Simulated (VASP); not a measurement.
# Ti6C (P6/mmm) in VASP: further runs, part 2 of 2

VASP 6.6.1. The steps go on from the part before.

### 3 Relaxation of cell and atoms, PBE

This run uses another cell than the first one, of 17.90 Å³/atom.

Contents of INCAR:

```
ALGO = Normal
EDIFF = 1E-6
EDIFFG = -0.04
ENCUT = 600
GGA = PE
IBRION = 2
ISIF = 3
ISMEAR = 0
LASPH = True
LCHARG = False
LREAL = False
LWAVE = False
NELM = 80
NSW = 90
PREC = Accurate
SIGMA = 0.1
```

Contents of KPOINTS:

```
k-points
0
Gamma
  3 3 6
```

Contents of POSCAR:

```
Ti6C
1.0
    7.5921274558      0.0000000000      0.0000000000
   -3.7960637279      6.5749752455      0.0000000000
    0.0000000000      0.0000000000      2.5104428961
Ti C
6 1
Direct
    0.3165984453      0.0000000000      0.5000000000
    0.0000000000      0.3165984453      0.5000000000
    0.6834015547      0.6834015547      0.5000000000
    0.6834015547      0.0000000000      0.5000000000
    0.0000000000      0.6834015547      0.5000000000
    0.3165984453      0.3165984453      0.5000000000
    0.0000000000      0.0000000000      0.0000000000
```

Potentials or basis: VASP PAW PBE potentials, release 64 (Ti_sv, C).

Started as:

```sh
> cat potpaw_PBE.64/Ti_sv/POTCAR potpaw_PBE.64/C/POTCAR > POTCAR
> mpirun -np 1 vasp_std > vasp.out
```

OUTCAR:

```text
EDIFF = 1E-6
   EDIFFG = -0.04
   ENCUT = 600
   GGA = PE
   IBRION = 2
   ISIF = 3
   ISMEAR = 0
   LASPH = True
   LREAL = False
   NELM = 80
   NSW = 90
   PREC = Accurate

 ion  position               nearest neighbor table
   1  0.317  0.000  0.500-   5 2.40   6 2.40   4 2.78
   2  0.000  0.317  0.500-   6 2.40   4 2.40   5 2.78
   3  0.683  0.683  0.500-   5 2.40   4 2.40   6 2.78
   4  0.683  0.000  0.500-   2 2.40   3 2.40   1 2.78
   5  0.000  0.683  0.500-   3 2.40   1 2.40   2 2.78
   6  0.317  0.317  0.500-   2 2.40   1 2.40   3 2.78
   7  0.000  0.000  0.000-

  LATTYP: Found a hexagonal cell.
 ALAT       =     7.5921274558
 C/A-ratio  =     0.3306639556

  Lattice vectors:

 A1 = (   7.5921274558,   0.0000000000,   0.0000000000)
 A2 = (  -3.7960637279,   6.5749752455,   0.0000000000)
 A3 = (   0.0000000000,   0.0000000000,   2.5104428961)

Analysis of symmetry for initial positions (statically):
=====================================================================
 Subroutine PRICEL returns:
 Original cell was already a primitive cell.

 Routine SETGRP: Setting up the symmetry group for a
 hexagonal supercell.

 Subroutine GETGRP returns: Found 24 space group operations
[... 152 lines left out ...]
   NGX = 31   NGY = 31   NGZ = 11

--------------------------------------- Ionic step        1  -------------------------------------------

 number of electron      75.9999989 magnetization

 Free energy of the ion-electron system (eV)
  ---------------------------------------------------
  ext. energy  EPLUGINS =         0.00000000
  ---------------------------------------------------
  free energy    TOTEN  =       -46.23488553 eV

  energy without entropy =      -46.17084779  energy(sigma->0) =      -46.20286666

------------------------ aborting loop because EDIFF is reached ----------------------------------------

  FORCE on cell =-STRESS in cart. coord.  units (eV):
  Direction    XX          YY          ZZ          XY          YZ          ZX
  --------------------------------------------------------------------------------------
  -------------------------------------------------------------------------------------
  Total        0.7954149      0.7954149      1.8122523      0.0000000      0.0000000      0.0000000
  in kB       10.1694236     10.1694236     23.1697466      0.0000000      0.0000000      0.0000000
  external PRESSURE =      14.5028646 kB  Pullay stress =       0.0000000 kB
[... 151 lines left out ...]
--------------------------------------- Ionic step        5  -------------------------------------------

 number of electron      76.0000019 magnetization

 Free energy of the ion-electron system (eV)
  ---------------------------------------------------
  ext. energy  EPLUGINS =         0.00000000
  ---------------------------------------------------
  free energy    TOTEN  =       -46.26416450 eV

  energy without entropy =      -46.20115743  energy(sigma->0) =      -46.23266097

 E-fermi :   6.4654     XC(G=0): -10.6787

 val. band max:        6.4614642910   @ k =   0.3333   0.0000   0.1667
 cond. band min:       6.4847487936   @ k =   0.3333   0.3333   0.0000
 fundamental gap:      0.0232845026
 Fermi energy:         6.4653571717

 k-point     1 :       0.0000    0.0000    0.0000
  band No.  band energies     occupation
      1     -50.1002      2.00000
      2     -49.9911      2.00000
      3     -49.9911      2.00000
      4     -49.8881      2.00000
      5     -49.8881      2.00000
      6     -49.7756      2.00000
[... 599 lines left out ...]
  FREE ENERGIE OF THE ION-ELECTRON SYSTEM (eV)
  ---------------------------------------------------
  free  energy   TOTEN  =       -46.2641645027 eV

  energy  without entropy=      -46.2011574330  energy(sigma->0) =      -46.23266097

 reached required accuracy - stopping structural energy minimisation
```

OSZICAR:

```text
N       E                     dE             d eps       ncg     rms          rms(c)
DAV:   1     0.110779242158E+04    0.11078E+04   -0.42704E+04  1080   0.226E+03
DAV:   2     0.100638815849E+03   -0.10072E+04   -0.99314E+03  1080   0.666E+02
DAV:   3    -0.272635709327E+02   -0.12790E+03   -0.12454E+03  1690   0.203E+02
[... 55 lines left out ...]
DAV:   5    -0.462640090828E+02   -0.13559E-03   -0.41104E-04  1797   0.698E-02    0.417E-02
DAV:   6    -0.462640581613E+02   -0.49078E-04   -0.79032E-05  1580   0.399E-02    0.276E-02
DAV:   7    -0.462641595993E+02   -0.10144E-03   -0.24381E-04  1643   0.638E-02    0.725E-03
DAV:   8    -0.462641615871E+02   -0.19878E-05   -0.31048E-05  1338   0.219E-02    0.469E-03
DAV:   9    -0.462641640094E+02   -0.24223E-05   -0.42798E-06  1001   0.131E-02    0.157E-03
DAV:  10    -0.462641645027E+02   -0.49325E-06   -0.11325E-06   636   0.703E-03
   5 F= -.46264165E+02 E0= -.46232661E+02  d E =-.540229E-02
```

Wall time 3.1 min (1 thread of Intel Xeon 6975P-C (Granite Rapids), shared host); peak memory 0.31 GiB.

Results:

```
Free energy                           : -46.2642 eV
Relaxed volume                        : 18.10 Å³/atom
Relaxed cell                          : a = 7.610 Å, b = 7.610 Å, c = 2.527 Å, α = 90.00°, β = 90.00°, γ = 120.00°
Space group after relaxing (to 0.1 Å) : P6/mmm (No. 191)
Energy gained by relaxing             : 4.2 meV/atom
Ionic steps                           : 5
Pressure after relaxing               : 0.0 GPa
Band gap on the k mesh                : zero (bands 38 and 39 overlap by 1.20 eV)
```

Forces in eV/Å, atoms in the order of the input:
```
Ti  -0.002  0.000  0.000
Ti   0.001 -0.002  0.000
Ti   0.001  0.002  0.000
Ti   0.002  0.000  0.000
Ti  -0.001  0.002  0.000
Ti  -0.001 -0.002  0.000
C    0.000  0.000  0.000
```

Stress tensor (GPa, compression positive):
```
-0.09  0.00  0.00
 0.00 -0.09  0.00
 0.00  0.00  0.09
```

Step by step:
| step | energy change (eV) | largest force (eV/Å) | pressure (GPa) | volume (Å³) |
| --- | --- | --- | --- | --- |
| 1 | 0.0000 | 0.3058 | 1.45 | 125.32 |
| 2 | -0.0229 | 0.0710 | -0.81 | 128.28 |
| 3 | -0.0239 | 0.1097 | -0.46 | 127.77 |
| 4 | -0.0284 | 0.0441 | -0.22 | 127.16 |
| 5 | -0.0293 | 0.0021 | -0.03 | 126.73 |

Final structure:
```xyz
7
Lattice="7.6099 0.0000 0.0000 -3.8050 6.5904 0.0000 0.0000 0.0000 2.5270" Properties=species:S:1:pos:R:3 pbc="T T T"
Ti    2.4331    0.0000    1.2635
Ti   -1.2165    2.1071    1.2635
Ti    2.5884    4.4833    1.2635
Ti    5.1768    0.0000    1.2635
Ti   -2.5884    4.4833    1.2635
Ti    1.2165    2.1071    1.2635
C     0.0000    0.0000    0.0000
```

Caveat: the k points lie up to 0.41 Å⁻¹ apart in the final cell, too coarse for converged energies and pressures of a metal.

### 4 Single point, PBE, collinear spin

This run uses another cell than the first one, of 18.05 Å³/atom.

Contents of INCAR:

```
PREC = Accurate ; ENCUT = 520
EDIFF = 1E-6 ; ISMEAR = 0
SIGMA = 0.1 ; LREAL = False
LASPH = True ; NELM = 150
ALGO = Normal ; ISIF = 2
LWAVE = False ; LCHARG = False
ISPIN = 2 ; MAGMOM = 1 1 1 1 1 1 0
LORBIT = 11 ; LMAXMIX = 4
GGA = PE ; NBANDS = 51
```

Contents of KPOINTS:

```
regular mesh
0
Gamma
  3 3 6
```

Contents of POSCAR:

```
Ti6C
1.0
    7.5878057198      0.0000000000      0.0000000000
   -3.7939028599      6.5712325123      0.0000000000
    0.0000000000      0.0000000000      2.5338630804
Ti C
6 1
Direct
    0.3193505798      0.0000000000      0.5000000000
    0.0000000000      0.3193505798      0.5000000000
    0.6806494202      0.6806494202      0.5000000000
    0.6806494202      0.0000000000      0.5000000000
    0.0000000000      0.6806494202      0.5000000000
    0.3193505798      0.3193505798      0.5000000000
    0.0000000000      0.0000000000      0.0000000000
```

Started as:

```sh
> cat potpaw_PBE.64/Ti_sv/POTCAR potpaw_PBE.64/C/POTCAR > POTCAR
> mpirun -np 1 vasp_std > vasp.out
```

It took 89 s on 1 thread of Intel Xeon 6975P-C (Granite Rapids), shared host; peak memory 0.33 GiB.

It converged, with:

```yaml
Free_energy: -46.2552 eV
Pressure: 1.0 GPa
Largest_force: 0.040 eV/Å
Net_moment: 4.11 μB per cell
Site_moments: Ti +0.57; C -0.05 μB
Valence_electrons_inside_the_program's_atomic_spheres: Ti 10.45; C 2.08
```

Forces in eV/Å, atoms in the order of the input:
```
Ti  -0.040  0.000  0.000
Ti   0.020 -0.034  0.000
Ti   0.020  0.034  0.000
Ti   0.040  0.000  0.000
Ti  -0.020  0.034  0.000
Ti  -0.020 -0.034  0.000
C    0.000  0.000  0.000
```

Stress tensor (GPa, compression positive):
```
0.55 0.00 0.00
0.00 0.55 0.00
0.00 0.00 1.97
```

Levels at points of the mesh, in eV from the Fermi level:
Spin up:
```tsv
k point	band 38	band 39	band 40	band 41	band 42	band 43
(0.00, 0.00, 0.00)	-0.67	-0.67	-0.60	0.02	0.02	0.60
(0.00, 0.00, 0.50)	0.29	0.36	0.36	0.64	0.64	1.06
```
Spin down:
| k point | band 34 | band 35 | band 36 | band 37 | band 38 | band 39 |
| --- | --- | --- | --- | --- | --- | --- |
| (0.00, 0.00, 0.00) | -1.10 | -0.24 | -0.03 | -0.03 | -0.03 | 0.07 |
| (0.00, 0.00, 0.50) | -0.52 | -0.24 | 0.03 | 0.88 | 0.88 | 1.09 |

Caveat: the k points lie up to 0.41 Å⁻¹ apart.

### 5 Summary

| task | spin | cell | k mesh | cutoff (eV) | gap on the mesh (eV) | pressure (GPa) | relaxed volume (Å³/atom) | largest force (eV/Å) |
| --- | --- | --- | --- | --- | --- | --- | --- | --- |
| relaxation of cell and atoms | off | relaxed from a = 5.212, b = 5.212, c = 4.217 Å, angles 90.0, 90.0, 120.0°, 7 atoms, atomic positions A | 6 × 6 × 4 | 600 | none | 0.0 | 17.61 | 0.03 |
| relaxation of cell and atoms | off | relaxed from a = 7.592, b = 7.592, c = 2.510 Å, angles 90.0, 90.0, 120.0°, 7 atoms, atomic positions B | 3 × 3 × 6 | 600 | none | 0.0 | 18.10 | - |
| single point | collinear | a = 7.588, b = 7.588, c = 2.534 Å, angles 90.0, 90.0, 120.0°, 7 atoms, atomic positions C | 3 × 3 × 6 | 520 | none | 1.0 | - | 0.04 |

Alike in all rows: level PBE; potentials or basis VASP PAW PBE potentials, release 64 (Ti_sv, C); smearing gaussian 0.1 eV.

Caveats: all runs use coarse meshes; the volume moved by over 15 % at a fixed basis, so the end points are rough (at least some runs).

Total energies depend on the potentials used, so only differences within one code and one set of settings carry meaning.

The gap in the log of VASP goes by the Fermi energy; the results here count the filled bands.